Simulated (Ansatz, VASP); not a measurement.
This is a calculation of TiSi2 for Ansatz 0.2.0.

The input input.yaml:

```yaml
crystal:
  lattice:
    - [4.37464, 0.0, 0.0]
    - [-2.18732, 3.78855, 0.0]
    - [0.0, 0.0, 2.56101]
  atoms:
    - { symbol: Ti, position: [0.0, 0.0, 0.0] }
    - { symbol: Si, position: [0.33333, 0.66667, 0.5] }
    - { symbol: Si, position: [0.66667, 0.33333, 0.5] }
hamiltonian:
  xc: blyp
  pseudopotentials: { kind: paw }
kpoints:
  mp_grid: { grid: [7, 7, 10] }
scf:
  occupations: { method: fermi_dirac, width: 0.05 }
output:
  forces: true
  stress: true
  eigenvalues: true
relax:
  f_tol: 0.01
  max_steps: 40
  cell: { stress_tol: 0.05 }
```

Potentials or basis: Ansatz PAW.

The run is started by

```console
$ ansatz run input.yaml --threads 2 --pin off --max-ram 5632MiB --backend cpu --events-out ev --progress --plain --runs-dir out
```

Problem. Translate it to VASP 6.6.1. Potentials there: VASP PAW PBE potentials, release 64 (Ti_sv, Si).

Solution. As run (the cutoff follows the program's own potentials):

INCAR

```
SYSTEM = TiSi2
PREC = Accurate
ENCUT = 600
EDIFF = 1E-6
ISMEAR = -1
SIGMA = 0.05
LREAL = .False.
LASPH = .True.
NELM = 60
ALGO = Normal
ISIF = 3
LWAVE = .False.
LCHARG = .False.
GGA = B5
ALDAX = 1.0
AGGAX = 1.0
AGGAC = 1.0
ALDAC = 0.0
IBRION = 2
NSW = 60
EDIFFG = -0.01
```

File KPOINTS:

```
regular mesh
0
Gamma
  7 7 10
  0 0 0
```

POSCAR

```
TiSi2
1.0
    4.3746400000      0.0000000000      0.0000000000
   -2.1873200000      3.7885500000      0.0000000000
    0.0000000000      0.0000000000      2.5610100000
Ti Si
1 2
Direct
    0.0000000000      0.0000000000      0.0000000000
    0.3333300000      0.6666700000      0.5000000000
    0.6666700000      0.3333300000      0.5000000000
```

Potentials or basis: VASP PAW PBE potentials, release 64 (Ti_sv, Si).

Launch:

```console
$ cat potpaw_PBE.64/Ti_sv/POTCAR potpaw_PBE.64/Si/POTCAR > POTCAR
$ mpirun -np 1 vasp_std > vasp.out
```

Both were run:

|  | VASP | Ansatz | Ansatz less VASP |
| --- | --- | --- | --- |
| gap on the k mesh at the Fermi level, each at its own relaxed structure (eV) | none | none | - |
| relaxed volume (Å³/atom) | 15.04 | 14.99 | -0.054 |
| relaxed cell length with the largest relative difference (Å) | 2.571 | 2.567 | -0.0036 |

VASP's potentials were made for PBE, not for BLYP. A gap of «none» marks a metal or a gap that the smearing closes.

Noted on Ansatz's run: the plane-wave basis is chosen anew once the cell has moved, so the energies of steps on either side of that aren't comparable.
